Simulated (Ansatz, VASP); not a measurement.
# Pd: VASP beside Ansatz

```
Pd
1.0
     0.01945    1.95462    1.95462
     1.95462    0.01945    1.95462
     1.95462    1.95462    0.01945
Pd
1
Direct
  0.00000 0.00000 0.00000
```

Change from the starting cell: equal xy, yz and zx shear strains of +1 %, PAW files.

Alike in both runs: task electric field gradients; functional PBE; k mesh 18 × 18 × 18; occupations fermi-dirac, width 0.05 eV; no spin polarisation.

|  | VASP | Ansatz |
| --- | --- | --- |
| version | VASP 6.6.1 | Ansatz 0.2.0 |
| potentials or method | VASP PAW PBE potentials, release 64 (Pd) | PAW with Ansatz's default frozen-core files, scalar-relativistic |
| plane-wave cutoff (eV) | 520 | 420 |
| valence electrons in the cell | 10 | 18 |

|  | VASP | Ansatz | Ansatz less VASP |
| --- | --- | --- | --- |
| pressure (GPa) | 7.3 | 7.7 | +0.35 |
| traceless stress, the component that is largest in VASP (GPa) | -0.79 | -0.79 | -0.001 |
| size of Vzz on the site where it differs most (V/Å²) | 3.6 | 6.9 | +3.25 |

VASP's potentials hold 10 valence electrons a cell and Ansatz's 18, so a difference there can come from the potentials and not from the codes.
